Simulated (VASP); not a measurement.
# NaH (Fm-3m) in VASP: notebook, part 2 of 2

VASP 6.6.1.

## Step 5: Single point, PBEsol

This run uses another cell than the first one, of 15.17 Å³/atom, 1.256 times its volume.

Input file INCAR:

```
PREC = Accurate
ENCUT = 520
EDIFF = 1E-6
ISMEAR = 0
SIGMA = 0.01
LREAL = F
LASPH = T
NELM = 60
ALGO = Normal
ISIF = 2
LWAVE = F
LCHARG = F
GGA = PS
NBANDS = 11
```

Input file KPOINTS:

```
Automatic mesh
0
Gamma
  8 8 8
```

Input file POSCAR:

```
NaH
1.0
    2.4756394241      2.4756394241      0.0000000000
   -2.4756394241      2.4756394241      0.0000000000
    0.0000000000      2.4756394241      2.4756394241
Na H
1 1
Direct
    0.0000000000      0.0000000000      0.0000000000
    0.5000000000      0.5000000000      0.0000000000
```

Potentials or basis: VASP PAW PBE potentials, release 64 (Na_pv, H).

Run with:

```console
> cat potpaw_PBE.64/Na_pv/POTCAR potpaw_PBE.64/H/POTCAR > POTCAR
> mpirun -np 1 vasp_std > vasp.out
```

OUTCAR:

```text
PREC = Accurate
   ENCUT = 520
   EDIFF = 1E-6
   ISMEAR = 0
   LREAL = F
   LASPH = T
   NELM = 60
   ISIF = 2
   GGA = PS

 ion  position               nearest neighbor table
   1  0.000  0.000  0.000-
   2  0.500  0.500  0.000-

  LATTYP: Found a face centered cubic cell.
 ALAT       =     4.9512788482

  Lattice vectors:

 A1 = (   0.0000000000,   2.4756394241,   2.4756394241)
 A2 = (   2.4756394241,   0.0000000000,   2.4756394241)
 A3 = (   2.4756394241,   2.4756394241,   0.0000000000)

Analysis of symmetry for initial positions (statically):
=====================================================================
 Subroutine PRICEL returns:
 Original cell was already a primitive cell.

 Routine SETGRP: Setting up the symmetry group for a
 face centered cubic supercell.

 Subroutine GETGRP returns: Found 48 space group operations
 (whereof 48 operations were pure point group operations)
 out of a pool of 48 trial point group operations.

The static configuration has the point symmetry O_h .

Analysis of symmetry for dynamics (positions and initial velocities):
=====================================================================
 Subroutine PRICEL returns:
 Original cell was already a primitive cell.

 Routine SETGRP: Setting up the symmetry group for a
 face centered cubic supercell.

 Subroutine GETGRP returns: Found 48 space group operations
 (whereof 48 operations were pure point group operations)
 out of a pool of 48 trial point group operations.

The dynamic configuration has the point symmetry O_h .

 Subroutine INISYM returns: Found 48 space group operations
 (whereof 48 operations are pure point group operations),
 and found     1 'primitive' translations

----------------------------------------------------------------------------------------

                                     Primitive cell

  volume of cell :      30.3454

  direct lattice vectors                    reciprocal lattice vectors
     2.475639424  2.475639424  0.000000000     0.201968023  0.201968023 -0.201968023
    -2.475639424  2.475639424  0.000000000    -0.201968023  0.201968023 -0.201968023
     0.000000000  2.475639424  2.475639424     0.000000000  0.000000000  0.403936046

  length of vectors
     3.501082849  3.501082849  3.501082849     0.349818877  0.349818877  0.403936046

  position of ions in fractional coordinates (direct lattice)
     0.000000000  0.000000000  0.000000000
     0.500000000  0.500000000  0.000000000

  ion indices of the primitive-cell ions
   primitive index   ion index
                 1           1
                 2           2

----------------------------------------------------------------------------------------

 KPOINTS: Automatic mesh

Automatic generation of k-mesh.
 Grid dimensions read from file:
 generate k-points for:    8    8    8

 Generating k-lattice:

  Cartesian coordinates                     Fractional coordinates (reciprocal lattice)
     0.025246003  0.025246003 -0.025246003     0.125000000  0.000000000  0.000000000
    -0.025246003  0.025246003 -0.025246003     0.000000000  0.125000000  0.000000000
     0.000000000  0.000000000  0.050492006     0.000000000  0.000000000  0.125000000

  Length of vectors
     0.043727360  0.043727360  0.050492006

  Shift w.r.t. Gamma in fractional coordinates (k-lattice)
     0.000000000  0.000000000  0.000000000

 Subroutine IBZKPT returns following result:
 ===========================================

 Found     29 irreducible k-points:

 Following reciprocal coordinates:
            Coordinates               Weight
  0.000000  0.000000  0.000000      1.000000
  0.125000  0.000000  0.000000      8.000000
  0.250000  0.000000  0.000000      8.000000
  0.375000  0.000000  0.000000      8.000000
  0.500000  0.000000  0.000000      4.000000
  0.125000  0.125000  0.000000     12.000000
[... 16 lines left out ...]
  0.375000  0.250000  0.125000     48.000000
  0.500000  0.250000  0.125000     24.000000
 [... further k-points ...]
   k-points           NKPTS =     29   k-points in BZ     NKDIM =     29   number of bands    NBANDS=     11
   number of dos      NEDOS =    301   number of ions     NIONS =      2
   total plane-waves  NPLWV =  21952
   dimension x,y,z NGX =    28 NGY =   28 NGZ =   28
   dimension x,y,z NGXF=    56 NGYF=   56 NGZF=   56
   ions per type =               1   1
   NGX,Y,Z   is equivalent  to a cutoff of  13.30, 13.30, 13.30 a.u.
   NGXF,Y,Z  is equivalent  to a cutoff of  26.59, 26.59, 26.59 a.u.
 SYSTEM =  unknown system
   PREC   = accura    normal or accurate (medium, high low for compatibility)
   ISTART =      0    job   : 0-new  1-cont  2-samecut
   ICHARG =      2    charge: 1-file 2-atom 10-const
   ISPIN  =      1    spin polarized calculation?
   LNONCOLLINEAR =      F non collinear calculations
   LSORBIT =      F    spin-orbit coupling
   LASPH  =      T    aspherical Exc in radial PAW
   ENCUT  =  520.0 eV  38.22 Ry    6.18 a.u.   6.51  6.51  6.51*2*pi/ulx,y,z
   NELM   =     60;   NELMIN=  2; NELMDL= -5     # of ELM steps
   EDIFF  = 0.1E-05   stopping-criterion for ELM
   LREAL  =      F    real-space projection
[... 7 lines left out ...]
   TEBEG  =    0.0;   TEEND  =   0.0 temperature during run
   PSTRESS=    0.0 pullay stress
   NELECT =       8.0000    total number of electrons
   NUPDOWN=      -1.0000    fix difference up-down
   EMIN   =  10.00;   EMAX   =-10.00  energy-range for DOS
   EFERMI =   0.00;   METHOD = LEGACY
   ISMEAR =     0;   SIGMA  =   0.01  broadening in eV -4-tet -1-fermi 0-gaus
   EFERMI_NEDOS =   21; number of points for ismear=-14 and -15
   IALGO  =     38    algorithm
   IMIX   =      4    mixing-type and parameters
     AMIX     =   0.40;   BMIX     =  1.00
     AMIX_MAG =   1.60;   BMIX_MAG =  1.00
  volume/ion in A,a.u.               =      15.17       102.39
  Fermi-wavevector in a.u.,A,eV,Ry     =   1.049722  1.983686 14.992468  1.101915
  Thomas-Fermi vector in A             =   2.184696
   LORBIT       =      0    0 simple, 1 ext, 2 COOP (PROOUT), +10 PAW based schemes
   GGA     = PS    functional components
   LHFCALC =     F    Hartree Fock is set to
   AEXX    =    0.0000 exact exchange contribution
   IVDW    =     0    specifies the selected vdW correction
   LEPSILON=     F    determine dielectric tensor
   LRPA    =     F    only Hartree local field effects (RPA)
 non-spin polarized calculation
 Gauss-broadening in eV      SIGMA  =   0.01
  energy-cutoff  :      520.00
  volume of cell :       30.35
 maximum number of plane-waves:       869
 NGX is ok and might be reduce to    28
   NGX = 13   NGY = 13   NGZ = 13

 number of electron       8.0000003 magnetization

 Free energy of the ion-electron system (eV)
  ---------------------------------------------------
  ext. energy  EPLUGINS =         0.00000000
  ---------------------------------------------------
  free energy    TOTEN  =        -5.06800991 eV

  energy without entropy =       -5.06800991  energy(sigma->0) =       -5.06800991

 E-fermi :  -1.1593     XC(G=0):  -7.6447

 val. band max:       -1.3145244503   @ k =   0.5000   0.5000   0.2500
 cond. band min:       2.1404741382   @ k =   0.5000   0.0000   0.0000
 fundamental gap:      3.4549985885
 Fermi energy:        -1.1593498886

 k-point     1 :       0.0000    0.0000    0.0000
  band No.  band energies     occupation
      1     -23.4418      2.00000
      2     -23.4418      2.00000
      3     -23.4418      2.00000
      4      -4.8324      2.00000
      5       8.4766      0.00000
      6      13.5547      0.00000
      7      13.5547      0.00000
      8      13.5547      0.00000
      9      14.3324      0.00000
     10      14.3324      0.00000
     11      14.3324      0.00000
[... 309 lines left out ...]
 k-point    24 :       0.5000    0.2500    0.1250
  band No.  band energies     occupation
      1     -23.5053      2.00000
      2     -23.4696      2.00000
      3     -23.4571      2.00000
      4      -1.8008      2.00000
      5       2.8859      0.00000
      6       6.0423      0.00000
      7       9.0760      0.00000
      8      12.7764      0.00000
      9      14.0244      0.00000
     10      17.0931      0.00000
     11      19.1155      0.00000

 [... further k-points ...]

------------------------ aborting loop because EDIFF is reached ----------------------------------------

  FORCE on cell =-STRESS in cart. coord.  units (eV):
  Direction    XX          YY          ZZ          XY          YZ          ZX
  --------------------------------------------------------------------------------------
  -------------------------------------------------------------------------------------
  Total       -0.3777677     -0.3777677     -0.3777677      0.0000000     -0.0000000      0.0000000
  in kB      -19.9454226    -19.9454226    -19.9454226      0.0000000     -0.0000000      0.0000000
  external PRESSURE =     -19.9454226 kB  Pullay stress =       0.0000000 kB

 VOLUME and BASIS-vectors are now :
 -----------------------------------------------------------------------------
  energy-cutoff  :      520.00
  volume of cell :       30.35
      direct lattice vectors                 reciprocal lattice vectors
     2.475639424  2.475639424  0.000000000     0.201968023  0.201968023 -0.201968023
    -2.475639424  2.475639424  0.000000000    -0.201968023  0.201968023 -0.201968023
     0.000000000  2.475639424  2.475639424     0.000000000  0.000000000  0.403936046

 POSITION                                       TOTAL-FORCE (eV/Angst)
 -----------------------------------------------------------------------------------
      0.00000      0.00000      0.00000         0.000000      0.000000      0.000000
      0.00000      2.47564      0.00000        -0.000000     -0.000000      0.000000
 -----------------------------------------------------------------------------------
    total drift:                                0.000000      0.000000     -0.000000

  FREE ENERGIE OF THE ION-ELECTRON SYSTEM (eV)
  ---------------------------------------------------
  free  energy   TOTEN  =        -5.0680099122 eV

  energy  without entropy=       -5.0680099122  energy(sigma->0) =       -5.06800991
```

OSZICAR:

```text
N       E                     dE             d eps       ncg     rms          rms(c)
DAV:   1     0.366908204766E+02    0.36691E+02   -0.45450E+03   638   0.739E+02
DAV:   2    -0.411176889721E+01   -0.40803E+02   -0.40228E+02   662   0.189E+02
DAV:   3    -0.542781017997E+01   -0.13160E+01   -0.13145E+01   779   0.325E+01
DAV:   4    -0.543705182018E+01   -0.92416E-02   -0.92409E-02   750   0.275E+00
DAV:   5    -0.543715270547E+01   -0.10089E-03   -0.10088E-03   718   0.294E-01    0.284E+00
DAV:   6    -0.514213075402E+01    0.29502E+00   -0.30743E-01   749   0.307E+00    0.130E+00
DAV:   7    -0.506521090907E+01    0.76920E-01   -0.27402E-01   713   0.215E+00    0.337E-01
DAV:   8    -0.506809285312E+01   -0.28819E-02   -0.68937E-03   704   0.929E-01    0.592E-02
DAV:   9    -0.506801994335E+01    0.72910E-04   -0.82426E-04   800   0.328E-01    0.195E-02
DAV:  10    -0.506800949782E+01    0.10446E-04   -0.46633E-05   735   0.429E-02    0.301E-03
DAV:  11    -0.506800991216E+01   -0.41434E-06   -0.13440E-06   713   0.680E-03
   1 F= -.50680099E+01 E0= -.50680099E+01  d E =-.176161-108
```

stdout:

```text
POSCAR found type information on POSCAR NaH
 POSCAR found :  2 types and       2 ions
 scaLAPACK will be used
 -----------------------------------------------------------------------------
|                                                                             |
|                                                                             |
|     You enforced a specific xc type in the INCAR file but a different       |
|     I HOPE YOU KNOW WHAT YOU ARE DOING!                                     |
|                                                                             |
 -----------------------------------------------------------------------------

 LDA part: xc-table for (Slater+PW92), standard interpolation
 POSCAR, INCAR and KPOINTS ok, starting setup
 FFT: planning ... GRIDC
 FFT: planning ... GRID_SOFT
 FFT: planning ... GRID
 WAVECAR not read
 entering main loop
```

It took 21 s on 1 thread of AMD EPYC 7R13, shared host; peak memory 0.12 GiB.

What came out:

| Quantity | Value |
| --- | --- |
| Free energy | -5.0680 eV |
| Pressure | -2.0 GPa |
| Band gap on the k mesh | 3.46 eV, indirect (least direct gap 4.31 eV) |

Caveat: the PAW data sets were made with another functional, which shifts forces and pressure a little.

## Step 6: Relaxation of cell and atoms, PBEsol, target pressure -2 GPa, at which the enthalpy is minimised

This run uses another cell than the first one, of 13.75 Å³/atom, 1.138 times its volume.

Input file INCAR:

```
PREC = Accurate
ENCUT = 600
EDIFF = 1E-6
ISMEAR = 0
SIGMA = 0.01
LREAL = F
LASPH = T
NELM = 60
ALGO = Normal
ISIF = 3
LWAVE = F
LCHARG = F
GGA = PS
IBRION = 2
NSW = 100
EDIFFG = -0.002
PSTRESS = -20.0
```

KPOINTS is that of step 5.

Input file POSCAR:

```
NaH
1.0
    2.3956768457      2.3956768457      0.0000000000
   -2.3956768457      2.3956768457      0.0000000000
    0.0000000000      2.3956768457      2.3956768457
Na H
1 1
Direct
    0.0000000000      0.0000000000      0.0000000000
    0.5000000000      0.5000000000      0.0000000000
```

Potentials or basis: VASP PAW PBE potentials, release 64 (Na_pv, H).

Run with:

```console
> cat potpaw_PBE.64/Na_pv/POTCAR potpaw_PBE.64/H/POTCAR > POTCAR
> mpirun -np 1 vasp_std > vasp.out
```

It took 57 s on 1 thread of AMD EPYC 7R13, shared host; peak memory 0.12 GiB.

It converged, with:

```
Free energy                                            : -5.0676 eV
Relaxed volume                                         : 15.18 Å³/atom
Relaxed cell                                           : a = 3.501 Å, b = 3.501 Å, c = 3.501 Å, α = 60.00°, β = 60.00°, γ = 90.00°
Space group after relaxing (to 0.05 Å)                 : Fm-3m (No. 225)
Energy change on relaxing (the enthalpy is what falls) : +9.3 meV/atom
Ionic steps                                            : 7
Pressure after relaxing                                : -2.0 GPa
Band gap on the k mesh                                 : 3.46 eV, indirect (least direct gap 4.31 eV)
```

The path:
| step | energy change (eV) | largest force (eV/Å) | pressure (GPa) | volume (Å³) |
| --- | --- | --- | --- | --- |
| 1 | 0.0000 | 0.0000 | 0.01 | 27.50 |
| 2 | 0.0011 | 0.0000 | -0.55 | 28.19 |
| 3 | 0.0168 | 0.0000 | -1.86 | 30.20 |
| 4 | 0.0196 | 0.0000 | -2.08 | 30.43 |
| 5 | 0.0185 | 0.0000 | -1.92 | 30.34 |
| 6 | 0.0185 | 0.0000 | -1.94 | 30.35 |
| 7 | 0.0186 | 0.0000 | -1.99 | 30.35 |

Final structure:
```
Na H
1.0
     2.47580    2.47580    0.00000
    -2.47580    2.47580    0.00000
     0.00000    2.47580    2.47580
Na H
1 1
Direct
  0.00000 0.00000 0.00000
  0.50000 0.50000 0.00000
```

Levels at points of the mesh, in eV from the valence-band top:
| k point | band 2 | band 3 | band 4 | band 5 | band 6 | band 7 |
| --- | --- | --- | --- | --- | --- | --- |
| (0.00, 0.00, 0.00) | -22.13 | -22.13 | -3.52 | 9.79 | 14.87 | 14.87 |
| (0.50, 0.00, 0.00) | -22.14 | -22.14 | -0.86 | 3.46 | 10.14 | 12.79 |
| (0.50, 0.50, 0.00) | -22.15 | -22.15 | -0.17 | 4.28 | 9.51 | 10.07 |

Caveat: the cell is relaxed towards a set pressure, so the enthalpy falls and the energy may rise; the PAW data sets were made with another functional, which shifts forces and pressure a little.

## Step 7: The runs side by side

| task | cell | cutoff (eV) | gap on the mesh (eV) | pressure (GPa) |
| --- | --- | --- | --- | --- |
| single point | a = 3.245 Å, angles 60.0, 60.0, 90.0°, 2 atoms | 520 | 3.81 | 4.0 |
| single point | a = 3.308 Å, angles 60.0, 60.0, 90.0°, 2 atoms | 520 | 3.72 | 2.0 |
| single point | a = 3.501 Å, angles 60.0, 60.0, 90.0°, 2 atoms | 520 | 3.46 | -2.0 |
| relaxation of cell and atoms | relaxed to -2 GPa from a = 3.388 Å, angles 60.0, 60.0, 90.0°, 2 atoms | 600 | 3.46 | -2.0 |

Alike in all rows: level PBEsol; potentials or basis VASP PAW PBE potentials, release 64 (Na_pv, H); no spin polarisation; k mesh 8 × 8 × 8; smearing gaussian 0.01 eV.

Caveats: the PAW data sets were made with another functional, which shifts forces and pressure a little; the cell is relaxed towards a set pressure, so the enthalpy falls and the energy may rise (some runs).

Absolute energies hang on the potentials; compare differences alone.
